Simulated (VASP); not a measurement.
Input of a VASP 6.6.1 run:

The input INCAR:

```
SYSTEM = CuO
PREC = Accurate
ENCUT = 520
EDIFF = 1E-6
ISMEAR = -1
SIGMA = 0.05
LREAL = .FALSE.
LASPH = .TRUE.
NELM = 60
ALGO = Normal
ISIF = 2
LWAVE = .FALSE.
LCHARG = .FALSE.
GGA = PE
NBANDS = 16
```

The input KPOINTS:

```
regular mesh
0
G
  10 10 10
  0 0 0
```

Contents of POSCAR:

```
CuO
1.0
    2.5861406542      0.0000000000      0.0000000000
    0.0000000000      2.5861406542      0.0000000000
    0.0000000000      0.0000000000      2.5861406542
Cu O
1 1
Direct
    0.0000000000      0.0000000000      0.0000000000
    0.5000000000      0.5000000000      0.5000000000
```

Potentials or basis: VASP PAW PBE potentials, release 64 (Cu, O).

Command:

```sh
$ cat potpaw_PBE.64/Cu/POTCAR potpaw_PBE.64/O/POTCAR > POTCAR
$ mpirun -np 1 vasp_std > vasp.out
```

Q: Estimate the pressure.

A: 11.4 GPa.

Caveat: an odd number of electrons without spin polarisation forces a metal; a magnetic or distorted state may lie lower.
